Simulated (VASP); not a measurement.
# MgB2 (P6/mmm) in VASP: further runs

The runs below take MgB2 through relaxation of cell and atoms, with PBE, PBEsol, LDA, r2SCAN.

All numbers are computed with VASP 6.6.1; they aren't measurements. Logs are shortened: lines on timing, memory, paths and dates and some standing lists are left out, and cuts for length are marked.

### Step 1. The cell of the first run

The structure is hexagonal, space group P6/mmm (No. 191). The conventional cell has a = 3.085 Å, b = 3.085 Å, c = 3.523 Å, α = 90.00°, β = 90.00°, γ = 120.00°. Mg (site symmetry 6/mmm) has 12 B at 2.51 Å and 6 Mg at 3.08 Å within 3.3 Å. B (site symmetry -6m2) has 3 B at 1.78 Å within 2.4 Å.

### Step 2. Relaxation of cell and atoms, PBE

Contents of INCAR:

```
PREC = Accurate
ENCUT = 600
EDIFF = 1E-7
ISMEAR = -1
SIGMA = 0.1
LREAL = False
LASPH = True
NELM = 100
ALGO = Normal
ISIF = 3
LWAVE = False
LCHARG = False
GGA = PE
IBRION = 2
NSW = 80
EDIFFG = -0.01
```

Contents of KPOINTS:

```
regular mesh
0
Gamma
  12 12 9
```

Contents of POSCAR:

```
MgB2
1.0
    3.0850000000      0.0000000000      0.0000000000
   -1.5425000000      2.6716883700      0.0000000000
    0.0000000000      0.0000000000      3.5230000000
Mg B
1 2
Direct
    0.0000000000      0.0000000000      0.0000000000
    0.3333333300      0.6666666700      0.5000000000
    0.6666666700      0.3333333300      0.5000000000
```

Potentials or basis: VASP PAW PBE potentials, release 64 (Mg, B).

Started as:

```sh
> cat potpaw_PBE.64/Mg/POTCAR potpaw_PBE.64/B/POTCAR > POTCAR
> mpirun -np 1 vasp_std > vasp.out
```

OUTCAR:

```text
PREC = Accurate
   ENCUT = 600
   EDIFF = 1E-7
   ISMEAR = -1
   LREAL = False
   LASPH = True
   NELM = 100
   ISIF = 3
   GGA = PE
   IBRION = 2
   NSW = 80
   EDIFFG = -0.01

 ion  position               nearest neighbor table
   1  0.000  0.000  0.000-   2 2.51   3 2.51   2 2.51   3 2.51   2 2.51   2 2.51   3 2.51   3 2.51
                             3 2.51   3 2.51   2 2.51   2 2.51
   2  0.333  0.667  0.500-   3 1.78   3 1.78   3 1.78   1 2.51   1 2.51   1 2.51   1 2.51   1 2.51
                             1 2.51
   3  0.667  0.333  0.500-   2 1.78   2 1.78   2 1.78   1 2.51   1 2.51   1 2.51   1 2.51   1 2.51
                             1 2.51

  LATTYP: Found a hexagonal cell.
 ALAT       =     3.0850000000
 C/A-ratio  =     1.1419773096

  Lattice vectors:

 A1 = (   3.0850000000,   0.0000000000,   0.0000000000)
 A2 = (  -1.5425000000,   2.6716883700,   0.0000000000)
 A3 = (   0.0000000000,   0.0000000000,   3.5230000000)

Analysis of symmetry for initial positions (statically):
=====================================================================
 Subroutine PRICEL returns:
 Original cell was already a primitive cell.

 Routine SETGRP: Setting up the symmetry group for a
 hexagonal supercell.

 Subroutine GETGRP returns: Found 24 space group operations
 (whereof 24 operations were pure point group operations)
 out of a pool of 24 trial point group operations.

The static configuration has the point symmetry D_6h.

Analysis of symmetry for dynamics (positions and initial velocities):
=====================================================================
 Subroutine PRICEL returns:
 Original cell was already a primitive cell.

 Routine SETGRP: Setting up the symmetry group for a
 hexagonal supercell.

 Subroutine GETGRP returns: Found 24 space group operations
 (whereof 24 operations were pure point group operations)
 out of a pool of 24 trial point group operations.

The dynamic configuration has the point symmetry D_6h.

 Subroutine INISYM returns: Found 24 space group operations
 (whereof 24 operations are pure point group operations),
 and found     1 'primitive' translations

----------------------------------------------------------------------------------------

                                     Primitive cell

  volume of cell :      29.0371

  direct lattice vectors                    reciprocal lattice vectors
     3.085000000  0.000000000  0.000000000     0.324149109  0.187147575  0.000000000
    -1.542500000  2.671688370  0.000000000     0.000000000  0.374295150  0.000000000
     0.000000000  0.000000000  3.523000000     0.000000000  0.000000000  0.283848992

  length of vectors
     3.085000000  3.084999999  3.523000000     0.374295150  0.374295150  0.283848992

  position of ions in fractional coordinates (direct lattice)
     0.000000000  0.000000000  0.000000000
     0.333333330  0.666666670  0.500000000
     0.666666670  0.333333330  0.500000000

  ion indices of the primitive-cell ions
   primitive index   ion index
                 1           1
                 2           2
                 3           3

----------------------------------------------------------------------------------------

 KPOINTS: regular mesh

Automatic generation of k-mesh.
 Grid dimensions read from file:
 generate k-points for:   12   12    9

 Generating k-lattice:

  Cartesian coordinates                     Fractional coordinates (reciprocal lattice)
     0.027012426  0.015595631  0.000000000     0.083333333  0.000000000  0.000000000
     0.000000000  0.031191263  0.000000000     0.000000000  0.083333333  0.000000000
     0.000000000  0.000000000  0.031538777     0.000000000  0.000000000  0.111111111

  Length of vectors
     0.031191263  0.031191263  0.031538777

  Shift w.r.t. Gamma in fractional coordinates (k-lattice)
     0.000000000  0.000000000  0.000000000

 Subroutine IBZKPT returns following result:
 ===========================================

 Found     95 irreducible k-points:

 Following reciprocal coordinates:
            Coordinates               Weight
  0.000000  0.000000  0.000000      1.000000
  0.083333  0.000000  0.000000      6.000000
  0.166667  0.000000  0.000000      6.000000
  0.250000 -0.000000  0.000000      6.000000
  0.333333 -0.000000  0.000000      6.000000
  0.416667  0.000000  0.000000      6.000000
[... 16 lines left out ...]
  0.250000 -0.000000  0.111111     12.000000
  0.333333 -0.000000  0.111111     12.000000
 [... further k-points ...]
   k-points           NKPTS =     95   k-points in BZ     NKDIM =     95   number of bands    NBANDS=      8
   number of dos      NEDOS =    301   number of ions     NIONS =      3
   total plane-waves  NPLWV =  21952
   dimension x,y,z NGX =    28 NGY =   28 NGZ =   28
   dimension x,y,z NGXF=    56 NGYF=   56 NGZF=   56
   ions per type =               1   2
   NGX,Y,Z   is equivalent  to a cutoff of  15.09, 15.09, 13.21 a.u.
   NGXF,Y,Z  is equivalent  to a cutoff of  30.18, 30.18, 26.43 a.u.
 SYSTEM =  unknown system
   PREC   = accura    normal or accurate (medium, high low for compatibility)
   ISTART =      0    job   : 0-new  1-cont  2-samecut
   ICHARG =      2    charge: 1-file 2-atom 10-const
   ISPIN  =      1    spin polarized calculation?
   LNONCOLLINEAR =      F non collinear calculations
   LSORBIT =      F    spin-orbit coupling
   LASPH  =      T    aspherical Exc in radial PAW
   ENCUT  =  600.0 eV  44.10 Ry    6.64 a.u.   6.16  6.16  7.04*2*pi/ulx,y,z
   NELM   =    100;   NELMIN=  2; NELMDL= -5     # of ELM steps
   EDIFF  = 0.1E-06   stopping-criterion for ELM
   LREAL  =      F    real-space projection
   EDIFFG = -.1E-01   stopping-criterion for IOM
   NSW    =     80    number of steps for IOM
   IBRION =      2    ionic relax: 0-MD 1-quasi-New 2-CG
   NFREE  =      1    steps in history (QN), initial steepest desc. (CG)
   ISIF   =      3    stress and relaxation
   ISYM   =      2    0-nonsym 1-usesym 2-fastsym
   POTIM  = 0.5000    time-step for ionic-motion
   TEBEG  =    0.0;   TEEND  =   0.0 temperature during run
   PSTRESS=    0.0 pullay stress
   NELECT =       8.0000    total number of electrons
   NUPDOWN=      -1.0000    fix difference up-down
   EMIN   =  10.00;   EMAX   =-10.00  energy-range for DOS
   EFERMI =   0.00;   METHOD = LEGACY
   ISMEAR =    -1;   SIGMA  =   0.10  broadening in eV -4-tet -1-fermi 0-gaus
   EFERMI_NEDOS =   21; number of points for ismear=-14 and -15
   IALGO  =     38    algorithm
   IMIX   =      4    mixing-type and parameters
     AMIX     =   0.40;   BMIX     =  1.00
     AMIX_MAG =   1.60;   BMIX_MAG =  1.00
  volume/ion in A,a.u.               =       9.68        65.32
  Fermi-wavevector in a.u.,A,eV,Ry     =   1.065255  2.013040 15.439462  1.134768
  Thomas-Fermi vector in A             =   2.200801
   LORBIT       =      0    0 simple, 1 ext, 2 COOP (PROOUT), +10 PAW based schemes
   GGA     = PE    functional components
   LHFCALC =     F    Hartree Fock is set to
   AEXX    =    0.0000 exact exchange contribution
   IVDW    =     0    specifies the selected vdW correction
   LEPSILON=     F    determine dielectric tensor
   LRPA    =     F    only Hartree local field effects (RPA)
 conjugate gradient relaxation of ions
 non-spin polarized calculation
  energy-cutoff  :      600.00
  volume of cell :       29.04
 maximum number of plane-waves:       986
 NGX is ok and might be reduce to    28
   NGX = 13   NGY = 13   NGZ = 15

--------------------------------------- Ionic step        1  -------------------------------------------

 number of electron       8.0000000 magnetization

 Free energy of the ion-electron system (eV)
  ---------------------------------------------------
  ext. energy  EPLUGINS =         0.00000000
  ---------------------------------------------------
  free energy    TOTEN  =       -15.33708723 eV

  energy without entropy =      -15.31598771  energy(sigma->0) =      -15.32653747

------------------------ aborting loop because EDIFF is reached ----------------------------------------

  FORCE on cell =-STRESS in cart. coord.  units (eV):
  Direction    XX          YY          ZZ          XY          YZ          ZX
  --------------------------------------------------------------------------------------
  -------------------------------------------------------------------------------------
  Total       -0.2791582     -0.2791582     -0.1434594      0.0000000     -0.0000000      0.0000000
  in kB      -15.4030703    -15.4030703     -7.9156386      0.0000000     -0.0000000      0.0000000
  external PRESSURE =     -12.9072597 kB  Pullay stress =       0.0000000 kB
[... 59 lines left out ...]
  energy  without entropy=      -15.3167693968  energy(sigma->0) =      -15.32734411

--------------------------------------- Ionic step        3  -------------------------------------------

 number of electron       8.0000000 magnetization

 Free energy of the ion-electron system (eV)
  ---------------------------------------------------
  ext. energy  EPLUGINS =         0.00000000
  ---------------------------------------------------
  free energy    TOTEN  =       -15.33809534 eV

  energy without entropy =      -15.31696136  energy(sigma->0) =      -15.32752835

 E-fermi :   5.2843     XC(G=0): -10.9431

 val. band max:        5.2643643891   @ k =   0.4167   0.1667   0.1111
 cond. band min:       5.3298847665   @ k =   0.2500   0.2500   0.4444
 fundamental gap:      0.0655203774
 Fermi energy:         5.2842662197

 k-point     1 :       0.0000    0.0000    0.0000
  band No.  band energies     occupation
      1      -7.1499      2.00000
      2       2.3491      2.00000
      3       5.6808      0.03721
      4       5.6808      0.03721
      5       6.9699      0.00000
      6      11.6603      0.00000
      7      11.6603      0.00000
      8      13.4998      0.00000
[... 243 lines left out ...]
 k-point    24 :       0.3333   -0.0000    0.1111
  band No.  band energies     occupation
      1      -5.1449      2.00000
      2       0.2772      2.00000
      3       3.4280      2.00000
      4       3.6132      2.00000
      5       9.1236      0.00000
      6       9.9715      0.00000
      7      10.7752      0.00000
      8      14.7940      0.00000

 [... further k-points ...]

------------------------ aborting loop because EDIFF is reached ----------------------------------------

  FORCE on cell =-STRESS in cart. coord.  units (eV):
  Direction    XX          YY          ZZ          XY          YZ          ZX
  --------------------------------------------------------------------------------------
  -------------------------------------------------------------------------------------
  Total        0.0080343      0.0080343     -0.0260651      0.0000000      0.0000000      0.0000000
  in kB        0.4468601      0.4468601     -1.4497235      0.0000000      0.0000000      0.0000000
  external PRESSURE =      -0.1853344 kB  Pullay stress =       0.0000000 kB
[... 18 lines left out ...]
  FREE ENERGIE OF THE ION-ELECTRON SYSTEM (eV)
  ---------------------------------------------------
  free  energy   TOTEN  =       -15.3380953402 eV

  energy  without entropy=      -15.3169613614  energy(sigma->0) =      -15.32752835

 reached required accuracy - stopping structural energy minimisation
```

Wall time 27 s (1 thread of AMD EPYC 9R45 (Zen 5), shared host); peak memory 0.15 GiB.

What came out:

```yaml
Free_energy: -15.3381 eV
Relaxed_volume: 9.60 Å³/atom
Relaxed_cell: a = 3.075 Å, b = 3.075 Å, c = 3.517 Å, α = 90.00°, β = 90.00°, γ = 120.00°
Space_group_after_relaxing_to_0.05_Å: P6/mmm (No. 191)
Energy_gained_by_relaxing: 0.3 meV/atom
Ionic_steps: 3
Pressure_after_relaxing: 0.0 GPa
Band_gap_on_the_k_mesh: zero (band 4 reaches 7.11 eV, above the bottom of band 5 at 3.39 eV)
```

The path:
```tsv
step	energy change (eV)	largest force (eV/Å)	pressure (GPa)	volume (Å³)
1	0.0000	0.0000	-1.29	29.04
2	-0.0008	0.0000	0.52	28.71
3	-0.0010	0.0000	-0.02	28.81
```

Final structure:
```
Mg B
1.0
     3.07521    0.00000    0.00000
    -1.53761    2.66321    0.00000
     0.00000    0.00000    3.51726
Mg B
1 2
Direct
  0.00000 0.00000 0.00000
  0.33333 0.66667 0.50000
  0.66667 0.33333 0.50000
```

Levels at points of the mesh, in eV from the Fermi level:
```tsv
k point	band 1	band 2	band 3	band 4	band 5	band 6	band 7	band 8
(0.00, 0.00, 0.00)	-12.43	-2.94	0.40	0.40	1.69	6.38	6.38	8.22
(0.50, 0.00, 0.00)	-8.53	-7.83	-2.15	0.23	3.12	3.93	5.38	7.19
```

### Step 3. Relaxation of cell and atoms, PBEsol

INCAR, as its differences from that of step 2:

```diff
@@ -12,3 +12,3 @@
 LCHARG = False
-GGA = PE
+GGA = PS
 IBRION = 2
```

Contents of KPOINTS:

```
Automatic mesh
0
Gamma
  12 12 9
```

POSCAR is that of step 2.

Potentials or basis: VASP PAW PBE potentials, release 64 (Mg, B).

Started as:

```sh
> cat potpaw_PBE.64/Mg/POTCAR potpaw_PBE.64/B/POTCAR > POTCAR
> mpirun -np 1 vasp_std > vasp.out
```

It took 40 s on 1 thread of AMD EPYC 9R45 (Zen 5), shared host; peak memory 0.15 GiB.

Results (log left out):

| Quantity | Value |
| --- | --- |
| Free energy | -16.2387 eV |
| Relaxed volume | 9.47 Å³/atom |
| Relaxed cell | a = 3.066 Å, b = 3.066 Å, c = 3.490 Å, α = 90.00°, β = 90.00°, γ = 120.00° |
| Space group after relaxing (to 0.05 Å) | P6/mmm (No. 191) |
| Energy gained by relaxing | 2.1 meV/atom |
| Ionic steps | 5 |
| Pressure after relaxing | 0.0 GPa |
| Band gap on the k mesh | zero (band 4 reaches 7.19 eV, above the bottom of band 5 at 3.38 eV) |

Step by step:
| step | energy change (eV) | largest force (eV/Å) | pressure (GPa) | volume (Å³) |
| --- | --- | --- | --- | --- |
| 1 | 0.0000 | 0.0000 | -3.16 | 29.04 |
| 2 | -0.0051 | 0.0000 | 1.15 | 28.24 |
| 3 | -0.0059 | 0.0000 | -0.03 | 28.45 |
| 4 | -0.0062 | 0.0000 | 0.00 | 28.42 |
| 5 | -0.0062 | 0.0000 | 0.01 | 28.41 |

Final structure:
```xyz
3
Lattice="3.0659 0.0000 0.0000 -1.5329 2.6551 0.0000 0.0000 0.0000 3.4903" Properties=species:S:1:pos:R:3 pbc="T T T"
Mg    0.0000    0.0000    0.0000
B     0.0000    1.7701    1.7451
B     1.5329    0.8850    1.7451
```

Levels at points of the mesh, in eV from the Fermi level:
```csv
k point,band 1,band 2,band 3,band 4,band 5,band 6,band 7,band 8
"(0.00, 0.00, 0.00)",-12.50,-2.92,0.40,0.40,1.76,6.37,6.37,8.33
"(0.50, 0.00, 0.00)",-8.55,-7.90,-2.18,0.26,3.17,3.89,5.48,7.35
```

Caveat: the PAW data sets were made with another functional, which shifts forces and pressure a little.

### Step 4. Relaxation of cell and atoms, LDA

Contents of INCAR:

```
SYSTEM = MgB2
PREC = Accurate
ENCUT = 600
EDIFF = 1E-6
ISMEAR = -1
SIGMA = 0.1
LREAL = .False.
LASPH = .True.
NELM = 80
ALGO = Normal
ISIF = 3
LWAVE = .False.
LCHARG = .False.
GGA = CA
IBRION = 2
NSW = 80
EDIFFG = -0.01
```

Contents of KPOINTS:

```
regular mesh
0
Gamma
  12 12 9
  0 0 0
```

POSCAR is that of step 3.

Potentials or basis: VASP PAW LDA potentials, release 64 (Mg, B).

Started as:

```sh
> cat potpaw_LDA.64/Mg/POTCAR potpaw_LDA.64/B/POTCAR > POTCAR
> mpirun -np 1 vasp_std > vasp.out
```

OUTCAR:

```text
SYSTEM = MgB2
   PREC = Accurate
   ENCUT = 600
   EDIFF = 1E-6
   ISMEAR = -1
   LREAL = .False.
   LASPH = .True.
   NELM = 80
   ISIF = 3
   GGA = CA
   IBRION = 2
   NSW = 80
   EDIFFG = -0.01

 ion  position               nearest neighbor table
   1  0.000  0.000  0.000-   2 2.51   3 2.51   2 2.51   3 2.51   2 2.51   2 2.51   3 2.51   3 2.51
                             3 2.51   3 2.51   2 2.51   2 2.51
   2  0.333  0.667  0.500-   3 1.78   3 1.78   3 1.78   1 2.51   1 2.51   1 2.51   1 2.51   1 2.51
                             1 2.51
   3  0.667  0.333  0.500-   2 1.78   2 1.78   2 1.78   1 2.51   1 2.51   1 2.51   1 2.51   1 2.51
                             1 2.51

  LATTYP: Found a hexagonal cell.
 ALAT       =     3.0850000000
 C/A-ratio  =     1.1419773096

  Lattice vectors:

 A1 = (   3.0850000000,   0.0000000000,   0.0000000000)
[... 343 lines left out ...]
 Fermi energy:         5.5868262299

 k-point     1 :       0.0000    0.0000    0.0000
  band No.  band energies     occupation
      1      -7.0036      2.00000
      2       2.6505      2.00000
      3       5.9707      0.04213
      4       5.9707      0.04213
      5       7.5247      0.00000
      6      12.0590      0.00000
      7      12.0590      0.00000
      8      14.3415      0.00000
[... 243 lines left out ...]
 k-point    24 :       0.3333   -0.0000    0.1111
  band No.  band energies     occupation
      1      -4.9528      2.00000
      2       0.5314      2.00000
      3       3.7374      2.00000
      4       3.8481      2.00000
      5       9.5213      0.00000
      6      10.4707      0.00000
      7      11.4664      0.00000
      8      15.4265      0.00000

 [... further k-points ...]

------------------------ aborting loop because EDIFF is reached ----------------------------------------

  FORCE on cell =-STRESS in cart. coord.  units (eV):
  Direction    XX          YY          ZZ          XY          YZ          ZX
  --------------------------------------------------------------------------------------
  -------------------------------------------------------------------------------------
  Total        0.0053786      0.0053786     -0.0002073      0.0000000      0.0000000      0.0000000
  in kB        0.3139338      0.3139338     -0.0121020      0.0000000      0.0000000      0.0000000
  external PRESSURE =       0.2052552 kB  Pullay stress =       0.0000000 kB
[... 18 lines left out ...]
  FREE ENERGIE OF THE ION-ELECTRON SYSTEM (eV)
  ---------------------------------------------------
  free  energy   TOTEN  =       -17.3032611272 eV

  energy  without entropy=      -17.2835407063  energy(sigma->0) =      -17.29340092

 reached required accuracy - stopping structural energy minimisation
```

Wall time 34 s (1 thread of AMD EPYC 9R45 (Zen 5), shared host); peak memory 0.14 GiB.

What came out:

| Item | Value |
| --- | --- |
| Free energy | -17.3033 eV |
| Relaxed volume | 9.15 Å³/atom |
| Relaxed cell | a = 3.035 Å, b = 3.035 Å, c = 3.442 Å, α = 90.00°, β = 90.00°, γ = 120.00° |
| Space group after relaxing (to 0.05 Å) | P6/mmm (No. 191) |
| Energy gained by relaxing | 13.9 meV/atom |
| Ionic steps | 5 |
| Pressure after relaxing | 0.0 GPa |
| Band gap on the k mesh | zero (band 4 reaches 7.49 eV, above the bottom of band 5 at 3.61 eV) |

Step by step:
```tsv
step	energy change (eV)	largest force (eV/Å)	pressure (GPa)	volume (Å³)
1	0.0000	0.0000	-8.18	29.04
2	-0.0340	0.0000	3.34	27.01
3	-0.0399	0.0000	-0.11	27.55
4	-0.0415	0.0000	-0.01	27.47
5	-0.0416	0.0000	0.02	27.45
```

Final structure:
```
Mg B
1.0
     3.03459    0.00000    0.00000
    -1.51729    2.62803    0.00000
     0.00000    0.00000    3.44200
Mg B
1 2
Direct
  0.00000 0.00000 0.00000
  0.33333 0.66667 0.50000
  0.66667 0.33333 0.50000
```

LDA usually gives volumes a few per cent too small. Zero-point motion and thermal expansion aren't in these numbers.

(Part 1 of 2 ends here.)
